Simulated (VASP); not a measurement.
A run of VASP 6.6.1:

File INCAR:

```
PREC = Accurate ; ENCUT = 520
EDIFF = 1E-7 ; ISMEAR = 0
SIGMA = 0.15 ; LREAL = F
LASPH = T ; NELM = 150
ALGO = Normal ; ISIF = 2
LWAVE = F ; LCHARG = T
ISPIN = 2 ; MAGMOM = 0.4 0.88 0.88 0.88
LORBIT = 11 ; NUPDOWN = 3.04
LMAXMIX = 4 ; GGA = PS
LELF = T ; LVHAR = T
NBANDS = 32
```

KPOINTS

```
Automatic mesh
0
Gamma
  12 12 12
```

The input POSCAR:

```
TiCo3
1.0
    3.8004616244      0.0000000000      0.0000000000
    0.0000000000      3.8004616244      0.0000000000
    0.0000000000      0.0000000000      3.8004616244
Ti Co
1 3
Direct
    0.0000000000      0.0000000000      0.0000000000
    0.0000000000      0.5000000000      0.5000000000
    0.5000000000      0.0000000000      0.5000000000
    0.5000000000      0.5000000000      0.0000000000
```

Potentials or basis: VASP PAW PBE potentials, release 64 (Ti_sv, Co).

Run with:

```console
$ cat potpaw_PBE.64/Ti_sv/POTCAR potpaw_PBE.64/Co/POTCAR > POTCAR
$ mpirun -np 1 vasp_std > vasp.out
```

Hardware: 1 thread of Oxide Virtual Turin-like Processor, on a shared host.

Task: How long does it take, and how much memory?

Result: It took 6.8 min on 1 thread of Oxide Virtual Turin-like Processor, on a shared host, peak memory 0.3 GiB. Counts: scf iterations 18, k points 84.
